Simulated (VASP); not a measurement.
Crystal: TiC.

```
Ti C
1.0
     0.00000    2.15118    2.15118
     2.15118    0.00000    2.15118
     2.15118    2.15118    0.00000
Ti C
1 1
Direct
  0.00000 0.00000 0.00000
  0.50000 0.50000 0.50000
```

Base run:

* Program: VASP 6.6.1
* Functional: BLYP
* Potentials or basis: VASP PAW PBE potentials, release 64 (Ti_sv, C)
* Cutoff: 520 eV
* k mesh: 11 × 11 × 11
* Occupations: fermi-dirac, width 0.05 eV
* Spin: no spin polarisation

Its results: band gap on the k mesh zero (band 8 reaches 10.78 eV, above the bottom of band 9 at 9.68 eV); pressure 14.4 GPa.

Problem. After a change of settings the same cell gave: band gap on the k mesh zero (band 8 reaches 11.23 eV, above the bottom of band 9 at 8.76 eV); pressure -0.2 GPa. Which change was it?
A. functional from BLYP to PBE0; k mesh from 11 × 11 × 11 to 6 × 6 × 6
B. functional from BLYP to r2SCAN; further incar settings from ALGO = Normal; EDIFF = 1e-06; NBANDS = 15 to ALGO = Normal; EDIFF = 1e-07; NBANDS = 15
C. functional from BLYP to r2SCAN; potentials or basis from VASP PAW PBE potentials, release 64 (Ti_sv, C) to VASP PAW PBE potentials, release 64 (Ti_sv, C_h); cutoff from 520 eV to 910 eV
D. functional from BLYP to r2SCAN; dispersion from none to D4

Solution. A.

Caveats: some runs use coarse meshes; the PAW data sets were made with another functional, which shifts forces and pressure a little.
